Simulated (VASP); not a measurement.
# WSe2 in VASP: notebook

WSe2 is run at these levels: PBEsol; tasks: single point.

Program: VASP 6.6.1. These are calculated values, not measurements. Logs are shortened: lines on timing, memory, paths and dates and some standing lists are left out, and cuts for length are marked.

### Step 1. The cell of the first run

The cell holds a slab with vacuum, 3 atoms: a = 3.319 Å, b = 3.319 Å, c = 16.411 Å, α = 90.00°, β = 90.00°, γ = 120.00°.

### Step 2. Single point, PBEsol (strain +0.015 along x and y, -0.015 along z)

The input, INCAR:

```
ALGO     = Normal         # electronic algorithm
EDIFF    = 1E-6           # SCF threshold, eV
ENCUT    = 520            # plane-wave cutoff, eV
GGA      = PS             # functional
ISIF     = 2              # what is computed and relaxed
ISMEAR   = 0              # smearing method
LASPH    = T              # aspherical terms in the spheres
LCHARG   = F              # write CHGCAR
LREAL    = F              # projectors in reciprocal space
LWAVE    = F              # write WAVECAR
NBANDS   = 20             # bands
NELM     = 60             # most SCF steps
PREC     = Accurate       # precision mode
SIGMA    = 0.05           # smearing width, eV
```

The input, KPOINTS:

```
k-points
0
Gamma
  12 12 2
```

The input, POSCAR:

```
WSe2
1.0
    3.3193064686      0.0000000000      0.0000000000
   -1.6596532343      2.8746037247      0.0000000000
    0.0000000000      0.0000000000     16.4112988180
W Se
1 2
Direct
    0.0000000000      0.0000000000      0.0000000000
    0.3333333333      0.6666666667      0.1003992715
    0.3333333333      0.6666666667      0.8996007285
```

Potentials or basis: VASP PAW PBE potentials, release 64 (W_sv, Se).

Run with:

```sh
> cat potpaw_PBE.64/W_sv/POTCAR potpaw_PBE.64/Se/POTCAR > POTCAR
> mpirun -np 1 vasp_std > vasp.out
```

OUTCAR:

```text
EDIFF = 1E-6
   ENCUT = 520
   GGA = PS
   ISIF = 2
   ISMEAR = 0
   LASPH = T
   LREAL = F
   NELM = 60
   PREC = Accurate

 ion  position               nearest neighbor table
   1  0.000  0.000  0.000-   2 2.53   3 2.53   2 2.53   3 2.53   2 2.53   3 2.53
   2  0.333  0.667  0.100-   1 2.53   1 2.53   1 2.53
   3  0.333  0.667  0.900-   1 2.53   1 2.53   1 2.53

  LATTYP: Found a hexagonal cell.
 ALAT       =     3.3193064686
 C/A-ratio  =     4.9441951122

  Lattice vectors:

 A1 = (   3.3193064686,   0.0000000000,   0.0000000000)
 A2 = (  -1.6596532343,   2.8746037247,   0.0000000000)
 A3 = (   0.0000000000,   0.0000000000,  16.4112988180)

Analysis of symmetry for initial positions (statically):
=====================================================================
 Subroutine PRICEL returns:
 Original cell was already a primitive cell.

 Routine SETGRP: Setting up the symmetry group for a
 hexagonal supercell.

 Subroutine GETGRP returns: Found 12 space group operations
 (whereof 12 operations were pure point group operations)
 out of a pool of 24 trial point group operations.

The static configuration has the point symmetry D_3h.

Analysis of symmetry for dynamics (positions and initial velocities):
=====================================================================
 Subroutine PRICEL returns:
 Original cell was already a primitive cell.

 Routine SETGRP: Setting up the symmetry group for a
 hexagonal supercell.

 Subroutine GETGRP returns: Found 12 space group operations
 (whereof 12 operations were pure point group operations)
 out of a pool of 24 trial point group operations.

The dynamic configuration has the point symmetry D_3h.

 Subroutine INISYM returns: Found 12 space group operations
 (whereof 12 operations are pure point group operations),
 and found     1 'primitive' translations

----------------------------------------------------------------------------------------

                                     Primitive cell

  volume of cell :     156.5915

  direct lattice vectors                    reciprocal lattice vectors
     3.319306469  0.000000000  0.000000000     0.301267753  0.173937018  0.000000000
    -1.659653234  2.874603725  0.000000000     0.000000000  0.347874036  0.000000000
[... 84 lines left out ...]
   LASPH  =      T    aspherical Exc in radial PAW
   ENCUT  =  520.0 eV  38.22 Ry    6.18 a.u.   6.17  6.17 30.51*2*pi/ulx,y,z
   NELM   =     60;   NELMIN=  2; NELMDL= -5     # of ELM steps
   EDIFF  = 0.1E-05   stopping-criterion for ELM
   LREAL  =      F    real-space projection
   EDIFFG = 0.1E-04   stopping-criterion for IOM
   NSW    =      0    number of steps for IOM
   IBRION =     -1    ionic relax: 0-MD 1-quasi-New 2-CG
   NFREE  =      0    steps in history (QN), initial steepest desc. (CG)
   ISIF   =      2    stress and relaxation
   ISYM   =      2    0-nonsym 1-usesym 2-fastsym
   POTIM  = 0.5000    time-step for ionic-motion
   TEBEG  =    0.0;   TEEND  =   0.0 temperature during run
   PSTRESS=    0.0 pullay stress
   NELECT =      26.0000    total number of electrons
   NUPDOWN=      -1.0000    fix difference up-down
   EMIN   =  10.00;   EMAX   =-10.00  energy-range for DOS
   EFERMI =   0.00;   METHOD = LEGACY
   ISMEAR =     0;   SIGMA  =   0.05  broadening in eV -4-tet -1-fermi 0-gaus
   EFERMI_NEDOS =   21; number of points for ismear=-14 and -15
   IALGO  =     38    algorithm
   IMIX   =      4    mixing-type and parameters
     AMIX     =   0.40;   BMIX     =  1.00
     AMIX_MAG =   1.60;   BMIX_MAG =  1.00
  volume/ion in A,a.u.               =      52.20       352.24
  Fermi-wavevector in a.u.,A,eV,Ry     =   0.899794  1.700364 11.015679  0.809630
  Thomas-Fermi vector in A             =   2.022672
   LORBIT       =      0    0 simple, 1 ext, 2 COOP (PROOUT), +10 PAW based schemes
   GGA     = PS    functional components
   LHFCALC =     F    Hartree Fock is set to
   AEXX    =    0.0000 exact exchange contribution
   IVDW    =     0    specifies the selected vdW correction
   LEPSILON=     F    determine dielectric tensor
   LRPA    =     F    only Hartree local field effects (RPA)
 non-spin polarized calculation
 Gauss-broadening in eV      SIGMA  =   0.05
  energy-cutoff  :      520.00
  volume of cell :      156.59
 maximum number of plane-waves:      4250
 NGX is ok and might be reduce to    28
   NGX = 13   NGY = 13   NGZ = 61

 number of electron      26.0000003 magnetization

 Free energy of the ion-electron system (eV)
  ---------------------------------------------------
  ext. energy  EPLUGINS =         0.00000000
  ---------------------------------------------------
  free energy    TOTEN  =       -23.21637693 eV

  energy without entropy =      -23.21637693  energy(sigma->0) =      -23.21637693

 E-fermi :  -0.7249     XC(G=0):  -4.8398

 val. band max:       -0.9371734951   @ k =   0.3333   0.3333   0.0000
 cond. band min:       0.5446025108   @ k =   0.3333   0.3333   0.0000
 fundamental gap:      1.4817760058
 Fermi energy:        -0.7248535266

 k-point     1 :       0.0000    0.0000    0.0000
  band No.  band energies     occupation
      1     -74.9114      2.00000
      2     -39.1449      2.00000
      3     -39.0454      2.00000
      4     -39.0454      2.00000
      5     -15.7088      2.00000
      6     -14.3627      2.00000
[... 541 lines left out ...]
     19       5.7136      0.00000
     20       5.7606      0.00000

 [... further k-points ...]

------------------------ aborting loop because EDIFF is reached ----------------------------------------

  FORCE on cell =-STRESS in cart. coord.  units (eV):
  Direction    XX          YY          ZZ          XY          YZ          ZX
  --------------------------------------------------------------------------------------
  -------------------------------------------------------------------------------------
  Total       -0.9992716     -0.9992716      0.5758060      0.0000000      0.0000000     -0.0000000
  in kB      -10.2241179    -10.2241179      5.8913998      0.0000000      0.0000000     -0.0000000
  external PRESSURE =      -4.8522786 kB  Pullay stress =       0.0000000 kB

 VOLUME and BASIS-vectors are now :
 -----------------------------------------------------------------------------
  energy-cutoff  :      520.00
  volume of cell :      156.59
      direct lattice vectors                 reciprocal lattice vectors
     3.319306469  0.000000000  0.000000000     0.301267753  0.173937018  0.000000000
    -1.659653234  2.874603725  0.000000000     0.000000000  0.347874036  0.000000000
     0.000000000  0.000000000 16.411298818     0.000000000  0.000000000  0.060933629

 POSITION                                       TOTAL-FORCE (eV/Angst)
 -----------------------------------------------------------------------------------
      0.00000      0.00000      0.00000        -0.000000     -0.000000      0.000000
     -0.00000      1.91640      1.64768         0.000000      0.000000      0.178004
     -0.00000      1.91640     14.76362        -0.000000      0.000000     -0.178004
 -----------------------------------------------------------------------------------
    total drift:                                0.000000     -0.000000     -0.000000

  FREE ENERGIE OF THE ION-ELECTRON SYSTEM (eV)
  ---------------------------------------------------
  free  energy   TOTEN  =       -23.2163769304 eV

  energy  without entropy=      -23.2163769304  energy(sigma->0) =      -23.21637693
```

OSZICAR:

```text
N       E                     dE             d eps       ncg     rms          rms(c)
DAV:   1     0.166708453987E+03    0.16671E+03   -0.12081E+04  1816   0.110E+03
DAV:   2    -0.110480318218E+02   -0.17776E+03   -0.17190E+03  1960   0.255E+02
DAV:   3    -0.240341677050E+02   -0.12986E+02   -0.12903E+02  2076   0.640E+01
[... 12 lines left out ...]
DAV:  16    -0.232163129201E+02   -0.82177E-04   -0.87954E-06  1912   0.993E-03    0.738E-03
DAV:  17    -0.232163614094E+02   -0.48489E-04   -0.30894E-06  1540   0.475E-03    0.269E-03
DAV:  18    -0.232163731634E+02   -0.11754E-04   -0.35726E-07  1540   0.167E-03    0.167E-03
DAV:  19    -0.232163760651E+02   -0.29017E-05   -0.89884E-08  1276   0.949E-04    0.595E-04
DAV:  20    -0.232163769304E+02   -0.86524E-06   -0.25696E-08  1240   0.453E-04
   1 F= -.23216377E+02 E0= -.23216377E+02  d E =-.577865E-11
```

Wall time 3 min (1 thread of Intel Xeon Platinum 8259CL at 2.50GHz (Skylake/Cascade Lake), shared host); peak memory 0.35 GiB.

Results:

```
Free energy            : -23.2164 eV
Largest force          : 0.178 eV/Å
Band gap on the k mesh : 1.48 eV
```

Forces in eV/Å, atoms in the order of the input:
```
W    0.000  0.000  0.000
Se   0.000  0.000  0.178
Se   0.000  0.000 -0.178
```

Caveat: the cell differs from its parent crystal (strain +0.015 along x and y, -0.015 along z); the PAW data sets were made with another functional, which shifts forces and pressure a little; spin-orbit coupling is left out, which moves the levels of the heavy elements.

### Step 3. Single point, PBEsol (strain +0.000 along x and y, +0.030 along z)

The input, INCAR:

```
PREC = Accurate
ENCUT = 520
EDIFF = 1E-6
ISMEAR = 0
SIGMA = 0.05
LREAL = False
LASPH = True
NELM = 80
ALGO = Normal
ISIF = 2
LWAVE = False
LCHARG = False
GGA = PS
NBANDS = 20
```

The input, KPOINTS:

```
Automatic mesh
0
Gamma
  12 12 2
```

The input, POSCAR:

```
WSe2
1.0
    3.2702526784      0.0000000000      0.0000000000
   -1.6351263392      2.8321218963      0.0000000000
    0.0000000000      0.0000000000     17.1610535863
W Se
1 2
Direct
    0.0000000000      0.0000000000      0.0000000000
    0.3333333333      0.6666666667      0.1003992715
    0.3333333333      0.6666666667      0.8996007285
```

Potentials or basis: VASP PAW PBE potentials, release 64 (W_sv, Se).

Run with:

```sh
> cat potpaw_PBE.64/W_sv/POTCAR potpaw_PBE.64/Se/POTCAR > POTCAR
> mpirun -np 1 vasp_std > vasp.out
```

Run time: 1.7 min. Hardware: 1 thread of Intel Xeon Platinum 8259CL at 2.50GHz (Skylake/Cascade Lake), shared host; peak memory 0.32 GiB.

It converged, with:

| Item | Value |
| --- | --- |
| Free energy | -23.1975 eV |
| Largest force | 0.786 eV/Å |
| Band gap on the k mesh | 1.51 eV (least direct gap 1.79 eV) |

Forces in eV/Å, atoms in the order of the input:
```
W    0.000  0.000  0.000
Se   0.000  0.000 -0.786
Se   0.000  0.000  0.786
```

Levels at points of the mesh, in eV from the valence-band top:
```tsv
k point	band 11	band 12	band 13	band 14	band 15	band 16
(0.00, 0.00, 0.00)	-1.01	-1.01	-0.59	3.00	3.00	3.10
(0.50, 0.00, 0.00)	-2.32	-1.05	-0.74	2.55	2.76	3.60
(0.00, 0.00, 0.50)	-1.01	-1.01	-0.59	3.00	3.00	3.10
(0.50, 0.00, 0.50)	-2.32	-1.05	-0.74	2.55	2.76	3.60
```

Caveat: the cell differs from its parent crystal (strain +0.000 along x and y, +0.030 along z); the PAW data sets were made with another functional, which shifts forces and pressure a little; spin-orbit coupling is left out, which moves the levels of the heavy elements.

### Step 4. Single point, PBEsol (strain +0.030 along x and y, -0.030 along z)

The input, INCAR:

```
SYSTEM = WSe2
PREC = Accurate ; ENCUT = 520
EDIFF = 1E-6 ; ISMEAR = 0
SIGMA = 0.05 ; LREAL = .False.
LASPH = .True. ; NELM = 80
ALGO = Normal ; ISIF = 2
LWAVE = .False. ; LCHARG = .False.
GGA = PS ; NBANDS = 20
```

The input, KPOINTS:

```
Automatic mesh
0
Gamma
  12 12 2
  0 0 0
```

The input, POSCAR:

```
WSe2
1.0
    3.3683602588      0.0000000000      0.0000000000
   -1.6841801294      2.9170855532      0.0000000000
    0.0000000000      0.0000000000     16.1613805619
W Se
1 2
Direct
    0.0000000000      0.0000000000      0.0000000000
    0.3333333333      0.6666666667      0.1003992715
    0.3333333333      0.6666666667      0.8996007285
```

Run with:

```sh
> cat potpaw_PBE.64/W_sv/POTCAR potpaw_PBE.64/Se/POTCAR > POTCAR
> mpirun -np 1 vasp_std > vasp.out
```

It took 2.4 min on 1 thread of Intel Xeon Platinum 8259CL at 2.50GHz (Skylake/Cascade Lake), shared host; peak memory 0.35 GiB.

It converged, with:

```yaml
Free_energy: -23.1596 eV
Largest_force: 0.310 eV/Å
Band_gap_on_the_k_mesh: 1.29 eV (least direct gap 1.30 eV)
```

Forces on the atoms (eV/Å):
```
W    0.000  0.000  0.000
Se   0.000  0.000  0.310
Se   0.000  0.000 -0.310
```

Levels at points of the mesh, in eV from the valence-band top:
| k point | band 9 | band 10 | band 11 | band 12 | band 13 | band 14 | band 15 | band 16 | band 17 | band 18 |
| --- | --- | --- | --- | --- | --- | --- | --- | --- | --- | --- |
| (0.00, 0.00, 0.00) | -2.58 | -1.80 | -1.43 | -1.43 | 0.00 | 2.86 | 2.86 | 3.16 | 3.16 | 4.24 |
| (0.50, 0.00, 0.00) | -4.11 | -3.09 | -1.83 | -1.12 | -0.89 | 2.18 | 2.59 | 3.76 | 4.36 | 4.51 |
| (0.00, 0.00, 0.50) | -2.58 | -1.80 | -1.43 | -1.43 | 0.00 | 2.86 | 2.86 | 3.16 | 3.16 | 4.28 |
| (0.50, 0.00, 0.50) | -4.11 | -3.09 | -1.83 | -1.12 | -0.89 | 2.18 | 2.59 | 3.76 | 4.36 | 4.51 |

Caveat: the cell differs from its parent crystal (strain +0.030 along x and y, -0.030 along z); the PAW data sets were made with another functional, which shifts forces and pressure a little; spin-orbit coupling is left out, which moves the levels of the heavy elements.

### Step 5. Single point, PBEsol (strain +0.015 along x and y, +0.000 along z)

The input, INCAR:

```
SYSTEM = WSe2
PREC = Accurate ; ENCUT = 520
EDIFF = 1E-7 ; ISMEAR = 0
SIGMA = 0.05 ; LREAL = .False.
LASPH = .True. ; NELM = 60
ALGO = Normal ; ISIF = 2
LWAVE = .False. ; LCHARG = .False.
GGA = PS ; NBANDS = 20
```

The input, KPOINTS:

```
regular mesh
0
Gamma
  12 12 2
  0 0 0
```

The input, POSCAR:

```
WSe2
1.0
    3.3193064686      0.0000000000      0.0000000000
   -1.6596532343      2.8746037247      0.0000000000
    0.0000000000      0.0000000000     16.6612170741
W Se
1 2
Direct
    0.0000000000      0.0000000000      0.0000000000
    0.3333333333      0.6666666667      0.1003992715
    0.3333333333      0.6666666667      0.8996007285
```

Run with:

```sh
> cat potpaw_PBE.64/W_sv/POTCAR potpaw_PBE.64/Se/POTCAR > POTCAR
> mpirun -np 1 vasp_std > vasp.out
```

Wall time 2.8 min (1 thread of Intel Xeon Platinum 8259CL at 2.50GHz (Skylake/Cascade Lake), shared host); peak memory 0.36 GiB.

It converged, with:

```yaml
Free_energy: -23.2141 eV
Largest_force: 0.263 eV/Å
Band_gap_on_the_k_mesh: 1.53 eV
```

Forces in eV/Å, atoms in the order of the input:
```
W    0.000  0.000  0.000
Se   0.000  0.000 -0.263
Se   0.000  0.000  0.263
```

Levels at points of the mesh, in eV from the valence-band top:
| k point | band 11 | band 12 | band 13 | band 14 | band 15 | band 16 |
| --- | --- | --- | --- | --- | --- | --- |
| (0.00, 0.00, 0.00) | -1.24 | -1.24 | -0.30 | 2.92 | 2.92 | 3.11 |
| (0.50, 0.00, 0.00) | -2.09 | -0.98 | -0.94 | 2.35 | 2.72 | 3.68 |
| (0.00, 0.00, 0.50) | -1.24 | -1.24 | -0.30 | 2.92 | 2.92 | 3.11 |
| (0.50, 0.00, 0.50) | -2.09 | -0.98 | -0.94 | 2.35 | 2.72 | 3.68 |

Caveat: the cell differs from its parent crystal (strain +0.015 along x and y, +0.000 along z); the PAW data sets were made with another functional, which shifts forces and pressure a little; spin-orbit coupling is left out, which moves the levels of the heavy elements.

[end of part 1 of 2]
